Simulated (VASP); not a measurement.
A run of VASP 6.6.1:

File INCAR:

```
  ALGO = Normal
  EDIFF = 1E-6
  ENCUT = 520
  GGA = PS
  ISIF = 2
  ISMEAR = 0
  IVDW = 12
  LASPH = True
  LCHARG = False
  LREAL = False
  LWAVE = False
  NBANDS = 14
  NELM = 80
  PREC = Accurate
  SIGMA = 0.01
```

The input KPOINTS:

```
k-points
0
Gamma
  4 4 4
```

Contents of POSCAR:

```
NaF
1.0
    0.0042800000      2.3334000000      2.3355900000
    2.3473800000     -0.0243400000      2.3642200000
    2.3035500000      2.3182000000      0.0194900000
Na F
1 1
Direct
    0.0004400000      0.0308300000      0.9720700000
    0.4795793260      0.5128627830      0.5373679058
```

Potentials or basis: VASP PAW PBE potentials, release 64 (Na_pv, F).

Launch:

```bash
$ cat potpaw_PBE.64/Na_pv/POTCAR potpaw_PBE.64/F/POTCAR > POTCAR
$ mpirun -np 1 vasp_std > vasp.out
```

Hardware: 1 thread of Intel(R) Xeon(R) Platinum 8488C (Sapphire Rapids) (shared host).

Estimate the wall time of this run.

Wall time 9 s on 1 thread of Intel(R) Xeon(R) Platinum 8488C (Sapphire Rapids), on a shared host, peak memory 0.15 GiB. Counts: scf iterations 12, k points 36.
